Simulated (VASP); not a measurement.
## Y: single point with BLYP

Crystal: Y.

```
Y
1.0
     5.84817    0.00000    0.00000
    -2.92408    5.06466    0.00000
     0.00000    0.00000    3.65538
Y
3
Cartesian
  5.8482 0.0000 0.0000
  0.0000 3.3764 1.8277
  2.9241 1.6882 1.8277
```

This isn't the form of Y at room conditions, which is hcp.

```
Program                : VASP 6.6.1
Task                   : single point
Functional             : BLYP
Potentials or basis    : VASP PAW PBE potentials, release 64 (Y_sv)
Cutoff                 : 520 eV
k mesh                 : 7 × 7 × 10
Occupations            : fermi-dirac, width 0.1 eV
Spin                   : no spin polarisation
Dipole correction      : no
Further INCAR settings : ALGO = Normal; EDIFF = 1e-07; NBANDS = 24
```

- Pressure: -2.6 GPa
- Band gap on the k mesh: zero (an odd number of electrons rules out a gap without spin polarisation)

Stress tensor (GPa, compression positive):
```
-2.64  0.00  0.00
 0.00 -2.64  0.00
 0.00  0.00 -2.46
```

Levels at points of the mesh, in eV from the Fermi level:
```tsv
k point	band 14	band 15	band 16	band 17	band 18	band 19	band 20	band 21
(0.00, 0.00, 0.00)	-0.87	0.04	0.04	0.07	0.07	0.35	1.50	2.08
(0.00, 0.00, 0.50)	-1.08	-0.89	-0.89	-0.57	-0.57	1.56	1.56	1.79
```

Run time: 6.5 min on 1 thread of AMD EPYC 7571 (shared host), peak memory 0.27 GiB.

Caveat: the PAW data sets were made with another functional, which shifts forces and pressure a little.
